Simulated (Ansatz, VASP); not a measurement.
**Two plane-wave programs on C**

```
C
1.0
     0.00000    1.77683    1.77683
     1.77683    0.00000    1.77683
     1.77683    1.77683    0.00000
C
2
Direct
  0.00000 0.00000 0.00000
  0.25000 0.25000 0.25000
```

Alike in both runs: task single point; functional PBEsol; k mesh 14 × 14 × 14; no spin polarisation.

|  | VASP | Ansatz |
| --- | --- | --- |
| version | VASP 6.6.1 | Ansatz 0.2.0 |
| potentials or method | VASP PAW PBE potentials, release 64 (C), cutoff 600 eV | scalar-relativistic, plane waves, PAW |
| occupations | gaussian, width 0.01 eV | fixed |
| valence electrons in the cell | 8 | 8 |

|  | VASP | Ansatz | Ansatz less VASP |
| --- | --- | --- | --- |
| gap on the k mesh at the Fermi level (eV) | 4.03 | 4.04 | +0.007 |
| least direct gap on the mesh (eV) | 5.57 | 5.57 | 0.000 |

VASP's potentials were made for PBE, not for PBEsol, and Ansatz warns of the same on its side.
